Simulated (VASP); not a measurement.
# Al (P1) in VASP: a series of runs

Al is run at these levels: PBE+D3(BJ); tasks: single point.

Everything below comes from runs of VASP 6.6.1. Logs are shortened: lines on timing, memory, paths and dates and some standing lists are left out, and cuts for length are marked.

## (1) The cell of the first run

The typed cell holds 18 atoms: a = 6.909 Å, b = 6.909 Å, c = 6.909 Å, α = 75.56°, β = 75.56°, γ = 75.56°.

## (2) Single point, PBE+D3(BJ)

Input file INCAR:

```
ALGO = Normal
EDIFF = 1E-6
ENCUT = 520
GGA = PE
ISIF = 2
ISMEAR = -1
IVDW = 12
LASPH = T
LCHARG = F
LREAL = Auto
LWAVE = F
NBANDS = 42
NELM = 80
PREC = Accurate
SIGMA = 0.05
```

Input file KPOINTS:

```
k-points
0
Gamma
  3 3 3
```

Input file POSCAR:

```
Al
1.0
    4.2326986885      2.4437497271     -4.8830190557
   -0.0000000001     -4.8874994543     -4.8830190557
   -4.2326986884      2.4437497272     -4.8830190557
Al
18
Direct
    0.9659708790      0.3090191607      0.9643057475
    0.9753208980      0.9753855108      0.2965168509
    0.3080609096      0.3001530973      0.6357149909
    0.6433608523      0.3039069134      0.3000810426
    0.3127429313      0.9794938766      0.9746064860
    0.9677975789      0.6403572085      0.6455556476
    0.3098218703      0.6369848904      0.2898939221
    0.6499795057      0.9802531701      0.6444537166
    0.6457721116      0.6512395175      0.9800980592
    0.0401947674      0.3552935317      0.3666819808
    0.0284072628      0.0208695837      0.7042803193
    0.3785586747      0.3603504958      0.0156117434
    0.6798229469      0.3555442467      0.6901345715
    0.3392552995      0.0426334451      0.3677810720
    0.0396618721      0.6815355965      0.0248450839
    0.3401084162      0.6836618147      0.6788100592
    0.6850224954      0.0119566223      0.0413378864
    0.6901410670      0.7113616251      0.3792906860
```

Potentials or basis: VASP PAW PBE potentials, release 64 (Al).

The run is started by

```sh
cat potpaw_PBE.64/Al/POTCAR > POTCAR
mpirun -np 1 vasp_std > vasp.out
```

OUTCAR:

```text
EDIFF = 1E-6
   ENCUT = 520
   GGA = PE
   ISIF = 2
   ISMEAR = -1
   IVDW = 12
   LASPH = T
   LREAL = Auto
   NELM = 80
   PREC = Accurate
 IVDW          = 12

 ion  position               nearest neighbor table
   1  0.966  0.309  0.964-   6 2.75   4 2.79   9 2.81   2 2.82   3 2.84   5 2.87  11 2.89  15 2.89
                            13 2.97  17 3.03  10 3.05  12 3.07
   2  0.975  0.975  0.297-   5 2.79   4 2.80   1 2.82  14 2.85   7 2.85   8 2.85  18 2.87   6 2.90
                            17 2.91  10 2.94  15 2.98  11 3.03
   3  0.308  0.300  0.636-   5 2.79   8 2.81  16 2.81  14 2.81  13 2.82  10 2.83   1 2.84   4 2.84
                             6 2.88   7 2.89  12 2.93  11 2.94
   4  0.643  0.304  0.300-   1 2.79   2 2.80   7 2.82   9 2.83   8 2.83   3 2.84  13 2.88  12 2.90
                            17 2.93  14 2.98  10 3.01  18 3.10
   5  0.313  0.979  0.975-   7 2.79   2 2.79   3 2.79  17 2.79   9 2.80   8 2.83   1 2.87  12 2.87
                            14 2.91  11 2.95  15 3.03  16 3.18
   6  0.968  0.640  0.646-  16 2.73   1 2.75   9 2.78   8 2.79  18 2.85  15 2.88   3 2.88   2 2.90
                            11 2.90   7 2.95  10 2.96  13 3.04
   7  0.310  0.637  0.290-   9 2.74   5 2.79   4 2.82  15 2.84  16 2.85   2 2.85  10 2.89   3 2.89
                            12 2.89   6 2.95  18 3.03  14 3.05
   8  0.650  0.980  0.644-  13 2.75   6 2.79   3 2.81   9 2.81   5 2.83   4 2.83  11 2.84  18 2.84
                             2 2.85  17 2.88  14 3.10  16 3.24
   9  0.646  0.651  0.980-  17 2.72   7 2.74   6 2.78   5 2.80   1 2.81   8 2.81   4 2.83  15 2.88
[... 5 lines left out ...]
  12  0.379  0.360  0.016-  13 2.66  17 2.78  15 2.80  16 2.81  14 2.85   5 2.87   7 2.89   4 2.90
                            10 2.92   3 2.93   9 2.98   1 3.07
  13  0.680  0.356  0.690-  12 2.66   8 2.75   3 2.82  16 2.83  18 2.84   4 2.88  11 2.90  10 2.90
                            17 2.94   1 2.97   6 3.04   9 3.13
  14  0.339  0.043  0.368-  10 2.59  11 2.75   3 2.81   2 2.85  16 2.85  12 2.85  17 2.85  18 2.89
                             5 2.91   4 2.98   7 3.05   8 3.10
  15  0.040  0.682  0.025-  16 2.75  11 2.80  12 2.80  10 2.83   7 2.84   9 2.88   6 2.88   1 2.89
                            17 2.90   2 2.98  18 2.99   5 3.03
  16  0.340  0.684  0.679-   6 2.73  15 2.75  11 2.76  18 2.78   3 2.81  12 2.81  13 2.83  14 2.85
                             7 2.85   5 3.18   8 3.24   9 3.25
  17  0.685  0.012  0.041-  18 2.71   9 2.72  12 2.78   5 2.79  14 2.85   8 2.88  11 2.88  15 2.90
                             2 2.91   4 2.93  13 2.94   1 3.03
  18  0.690  0.711  0.379-  17 2.71  16 2.78  13 2.84   8 2.84   6 2.85   2 2.87  14 2.89  15 2.99
                             9 2.99  10 2.99   7 3.03   4 3.10

  LATTYP: Found a trigonal (rhomboedric) cell.
 ALAT       =     6.9088006206
 COS(alpha) =     0.2493121556

  Lattice vectors:

 A1 = (   4.2326986885,   2.4437497271,  -4.8830190557)
 A2 = (  -0.0000000001,  -4.8874994543,  -4.8830190557)
 A3 = (  -4.2326986884,   2.4437497272,  -4.8830190557)

Analysis of symmetry for initial positions (statically):
=====================================================================
 Subroutine PRICEL returns:
 Original cell was already a primitive cell.

 Routine SETGRP: Setting up the symmetry group for a
 trigonal (rhombohedral) supercell.

 Subroutine GETGRP returns: Found  1 space group operations
 (whereof  1 operations were pure point group operations)
 out of a pool of 12 trial point group operations.

The static configuration has the point symmetry C_1 .

Analysis of symmetry for dynamics (positions and initial velocities):
=====================================================================
 Subroutine PRICEL returns:
 Original cell was already a primitive cell.

 Routine SETGRP: Setting up the symmetry group for a
 trigonal (rhombohedral) supercell.

 Subroutine GETGRP returns: Found  1 space group operations
 (whereof  1 operations were pure point group operations)
 out of a pool of 12 trial point group operations.

The dynamic configuration has the point symmetry C_1 .

 Subroutine INISYM returns: Found  1 space group operations
 (whereof  1 operations are pure point group operations),
 and found     1 'primitive' translations

----------------------------------------------------------------------------------------

                                     Primitive cell

  volume of cell :     303.0496

  direct lattice vectors                    reciprocal lattice vectors
     4.232698689  2.443749727 -4.883019056     0.118127946  0.068201201 -0.068263779
    -0.000000000 -4.887499454 -4.883019056    -0.000000000 -0.136402402 -0.068263779
    -4.232698688  2.443749727 -4.883019056    -0.118127946  0.068201201 -0.068263779
[... 61 lines left out ...]
     0.050843506  0.050843506  0.050843506

  Shift w.r.t. Gamma in fractional coordinates (k-lattice)
     0.000000000  0.000000000  0.000000000

 Subroutine IBZKPT returns following result:
 ===========================================

 Found     14 irreducible k-points:

 Following reciprocal coordinates:
            Coordinates               Weight
  0.000000  0.000000  0.000000      1.000000
  0.333333  0.000000 -0.000000      2.000000
  0.000000  0.333333  0.000000      2.000000
  0.000000  0.000000  0.333333      2.000000
  0.333333  0.333333  0.000000      2.000000
 -0.333333 -0.000000 -0.333333      2.000000
  0.000000  0.333333  0.333333      2.000000
 -0.333333  0.333333  0.000000      2.000000
  0.333333 -0.000000 -0.333333      2.000000
  0.000000 -0.333333  0.333333      2.000000
  0.333333  0.333333  0.333333      2.000000
 -0.333333  0.333333  0.333333      2.000000
  0.333333 -0.333333  0.333333      2.000000
  0.333333  0.333333 -0.333333      2.000000
   k-points           NKPTS =     14   k-points in BZ     NKDIM =     14   number of bands    NBANDS=     42
   number of dos      NEDOS =    301   number of ions     NIONS =     18
   total plane-waves  NPLWV = 157464
   dimension x,y,z NGX =    54 NGY =   54 NGZ =   54
   dimension x,y,z NGXF=   108 NGYF=  108 NGZF=  108
   ions per type =              18
   NGX,Y,Z   is equivalent  to a cutoff of  12.99, 12.99, 12.99 a.u.
   NGXF,Y,Z  is equivalent  to a cutoff of  25.99, 25.99, 25.99 a.u.
 SYSTEM =  unknown system
   PREC   = accura    normal or accurate (medium, high low for compatibility)
   ISTART =      0    job   : 0-new  1-cont  2-samecut
   ICHARG =      2    charge: 1-file 2-atom 10-const
   ISPIN  =      1    spin polarized calculation?
   LNONCOLLINEAR =      F non collinear calculations
   LSORBIT =      F    spin-orbit coupling
   LASPH  =      T    aspherical Exc in radial PAW
   ENCUT  =  520.0 eV  38.22 Ry    6.18 a.u.  12.85 12.85 12.85*2*pi/ulx,y,z
   NELM   =     80;   NELMIN=  2; NELMDL= -5     # of ELM steps
   EDIFF  = 0.1E-05   stopping-criterion for ELM
   LREAL  =      T    real-space projection
   EDIFFG = 0.1E-04   stopping-criterion for IOM
   NSW    =      0    number of steps for IOM
   IBRION =     -1    ionic relax: 0-MD 1-quasi-New 2-CG
   NFREE  =      0    steps in history (QN), initial steepest desc. (CG)
   ISIF   =      2    stress and relaxation
   ISYM   =      2    0-nonsym 1-usesym 2-fastsym
   POTIM  = 0.5000    time-step for ionic-motion
   TEBEG  =    0.0;   TEEND  =   0.0 temperature during run
   PSTRESS=    0.0 pullay stress
   NELECT =      54.0000    total number of electrons
   NUPDOWN=      -1.0000    fix difference up-down
   EMIN   =  10.00;   EMAX   =-10.00  energy-range for DOS
   EFERMI =   0.00;   METHOD = LEGACY
   ISMEAR =    -1;   SIGMA  =   0.05  broadening in eV -4-tet -1-fermi 0-gaus
   EFERMI_NEDOS =   21; number of points for ismear=-14 and -15
   IALGO  =     38    algorithm
   IMIX   =      4    mixing-type and parameters
     AMIX     =   0.40;   BMIX     =  1.00
     AMIX_MAG =   1.60;   BMIX_MAG =  1.00
  volume/ion in A,a.u.               =      16.84       113.62
  Fermi-wavevector in a.u.,A,eV,Ry     =   0.921230  1.740873 11.546789  0.848665
  Thomas-Fermi vector in A             =   2.046624
   LORBIT       =      0    0 simple, 1 ext, 2 COOP (PROOUT), +10 PAW based schemes
   GGA     = PE    functional components
   LHFCALC =     F    Hartree Fock is set to
   AEXX    =    0.0000 exact exchange contribution
   IVDW    =    12    specifies the selected vdW correction
   LEPSILON=     F    determine dielectric tensor
   LRPA    =     F    only Hartree local field effects (RPA)
 non-spin polarized calculation
  energy-cutoff  :      520.00
  volume of cell :      303.05
 maximum number of plane-waves:      8215
 NGX is ok and might be reduce to    54
   NGX = 25   NGY = 25   NGZ = 25

 number of electron      54.0000000 magnetization

 Free energy of the ion-electron system (eV)
  ---------------------------------------------------
  ext. energy  EPLUGINS =         0.00000000
  ---------------------------------------------------
  free energy    TOTEN  =       -66.34905330 eV

  energy without entropy =      -66.23929963  energy(sigma->0) =      -66.29417646

 E-fermi :   7.8381     XC(G=0): -10.1174

 val. band max:        7.8287840470   @ k =  -0.3333   0.3333   0.3333
 cond. band min:       7.8651735487   @ k =   0.0000   0.3333   0.0000
 fundamental gap:      0.0363895016
 Fermi energy:         7.8381362337

 k-point     1 :       0.0000    0.0000    0.0000
  band No.  band energies     occupation
      1      -3.2324      2.00000
      2       0.0015      2.00000
      3       0.0412      2.00000
      4       0.1379      2.00000
      5       0.1485      2.00000
      6       0.2820      2.00000
[... 577 lines left out ...]
     38       9.8811      0.00000
     39      10.3602      0.00000
 [bands above 39 left out]

------------------------ aborting loop because EDIFF is reached ----------------------------------------

 Edisp (eV)   -5.93091

 E8    (eV) :    -2.6522

  FORCE on cell =-STRESS in cart. coord.  units (eV):
  Direction    XX          YY          ZZ          XY          YZ          ZX
  --------------------------------------------------------------------------------------
  -------------------------------------------------------------------------------------
  Total      -3.85035    -4.27833    -7.92830     0.12592     0.26243    -0.36343
  in kB     -20.35619   -22.61890   -41.91574     0.66575     1.38740    -1.92138
  external pressure =      -28.30 kB  Pullay stress =        0.00 kB

 VOLUME and BASIS-vectors are now :
 -----------------------------------------------------------------------------
  energy-cutoff  :      520.00
  volume of cell :      303.05
      direct lattice vectors                 reciprocal lattice vectors
     4.232698689  2.443749727 -4.883019056     0.118127946  0.068201201 -0.068263779
    -0.000000000 -4.887499454 -4.883019056    -0.000000000 -0.136402402 -0.068263779
    -4.232698688  2.443749727 -4.883019056    -0.118127946  0.068201201 -0.068263779

 POSITION                                       TOTAL-FORCE (eV/Angst)
 -----------------------------------------------------------------------------------
      0.00705      3.20678    -10.93452        -0.031277      0.193048      0.035273
      2.87317     -1.65914    -10.97323        -0.084225      0.061226      0.050758
     -1.38686      0.83935     -6.07413        -0.113505     -0.064686      0.132494
      1.45300      0.82019     -6.09083         0.004130     -0.036306     -0.067291
     -2.80147     -1.64132    -11.06904        -0.082368     -0.061773      0.386972
      1.36395      0.81289    -11.00491         0.129075     -0.087464      0.406812
[... 10 lines left out ...]
      2.72452      1.71660     -3.60522         0.273957     -0.187745     -0.538492
      1.31574     -0.86336     -8.69565         0.079597      0.281169      0.225495
 -----------------------------------------------------------------------------------
    total drift:                               -0.003042      0.007525     -0.001035

  FREE ENERGIE OF THE ION-ELECTRON SYSTEM (eV)
  ---------------------------------------------------
  free  energy   TOTEN  =       -72.2799637536 eV

  energy  without entropy=      -72.1702100821  energy(sigma->0) =      -72.22508692
```

Run time: 2.3 min. Hardware: 1 thread of Intel Xeon 6975P-C (Granite Rapids), shared host; peak memory 0.4 GiB.

Results:

```
Free energy                : -72.2800 eV
Pressure                   : -2.8 GPa
Largest force              : 0.833 eV/Å
Band gap on the k mesh     : zero (bands 27 and 28 overlap by 0.82 eV)
Dispersion energy per atom : -0.329 eV
```

Forces on the atoms (eV/Å):
```
Al  -0.031  0.193  0.035
Al  -0.084  0.061  0.051
Al  -0.114 -0.065  0.132
Al   0.004 -0.036 -0.067
Al  -0.082 -0.062  0.387
Al   0.129 -0.087  0.407
Al  -0.202  0.010 -0.090
Al  -0.032  0.048  0.388
Al   0.021  0.200  0.438
Al  -0.380 -0.688  0.147
Al  -0.157 -0.181 -0.104
Al  -0.398 -0.099 -0.024
Al   0.491 -0.058 -0.510
Al   0.496  0.666 -0.052
Al  -0.297 -0.052 -0.212
Al   0.282  0.057 -0.612
Al   0.274 -0.188 -0.538
Al   0.080  0.281  0.225
```

Stress tensor (GPa, compression positive):
```
-2.04  0.07 -0.19
 0.07 -2.26  0.14
-0.19  0.14 -4.19
```

Caveat: the atoms stand as in a frame of molecular dynamics.

## (3) Single point, PBE+D3(BJ)

Input file INCAR:

```
SYSTEM = Al
PREC = Accurate
ENCUT = 520
EDIFF = 1E-6
ISMEAR = -1
SIGMA = 0.05
LREAL = Auto
LASPH = .TRUE.
NELM = 100
ALGO = Normal
ISIF = 2
LWAVE = .FALSE.
LCHARG = .TRUE.
GGA = PE
IVDW = 12
LELF = .TRUE.
LVHAR = .TRUE.
NBANDS = 42
```

Input file KPOINTS:

```
Automatic mesh
0
G
  3 3 3
  0 0 0
```

Input file POSCAR:

```
Al
1.0
    4.2326986885      2.4437497271     -4.8830190557
   -0.0000000001     -4.8874994543     -4.8830190557
   -4.2326986884      2.4437497272     -4.8830190557
Al
18
Direct
    0.9607142773      0.2990301631      0.9816359177
    0.9800171463      0.9686282283      0.3022282908
    0.2991175693      0.3148623809      0.6589300936
    0.6344513378      0.2893238921      0.3105109629
    0.3192168480      0.9614975737      0.9591754652
    0.9434899178      0.6372460614      0.6443632629
    0.2905825858      0.6289872233      0.3140553173
    0.6424716016      0.9705303958      0.6277226189
    0.6463054186      0.6274548331      1.0044884861
    0.0206891092      0.3831073354      0.3556623979
    0.0282322166      0.0369551477      0.7123756468
    0.3801788440      0.3656194618      0.0190354902
    0.7220054840      0.3524285594      0.6828148843
    0.3600150238      0.0385184879      0.3516822786
    0.0560754378      0.6851284579      0.0216505919
    0.3412627262      0.7142830632      0.6677931744
    0.7043434632      0.0255373820      0.0195661584
    0.6708308900      0.7008614551      0.3663088593
```

Potentials or basis: VASP PAW PBE potentials, release 64 (Al).

The run is started by

```sh
cat potpaw_PBE.64/Al/POTCAR > POTCAR
mpirun -np 1 vasp_std > vasp.out
```

Wall time 2.7 min (1 thread of Intel Xeon 6975P-C (Granite Rapids), shared host); peak memory 0.4 GiB.

Results (log left out):

```
Free energy                : -72.1024 eV
Pressure                   : -2.5 GPa
Largest force              : 1.020 eV/Å
Band gap on the k mesh     : zero (bands 27 and 28 overlap by 0.73 eV)
Dispersion energy per atom : -0.330 eV
```

Forces in eV/Å, atoms in the order of the input:
```
Al   0.267  0.063 -0.502
Al  -0.079  0.009 -0.103
Al   0.228  0.026  0.081
Al  -0.070 -0.140 -0.317
Al  -0.170  0.031 -0.351
Al   0.274  0.079 -0.519
Al   0.282 -0.030 -0.205
Al  -0.307  0.048 -0.157
Al   0.250 -0.461  0.201
Al   0.215  0.453  0.357
Al   0.597  0.073  0.409
Al   0.000  0.052  0.188
Al  -0.811 -0.437  0.438
Al  -0.160 -0.276  0.158
Al  -0.327 -0.363  0.362
Al  -0.192  0.532 -0.179
Al  -0.338  0.161  0.232
Al   0.339  0.180 -0.093
```

Stress tensor (GPa, compression positive):
```
-1.57 -0.02  0.17
-0.02 -1.28 -0.02
 0.17 -0.02 -4.59
```

Levels at points of the mesh, in eV from the Fermi level:
| k point | band 24 | band 25 | band 26 | band 27 | band 28 | band 29 | band 30 | band 31 |
| --- | --- | --- | --- | --- | --- | --- | --- | --- |
| (0.00, 0.00, 0.00) | 0.13 | 0.22 | 0.30 | 0.35 | 1.61 | 1.68 | 1.76 | 1.83 |

Caveat: the atoms stand as in a frame of molecular dynamics; forces of over 1 eV/Å act on the atoms, so gaps and moduli don't describe the material at rest.
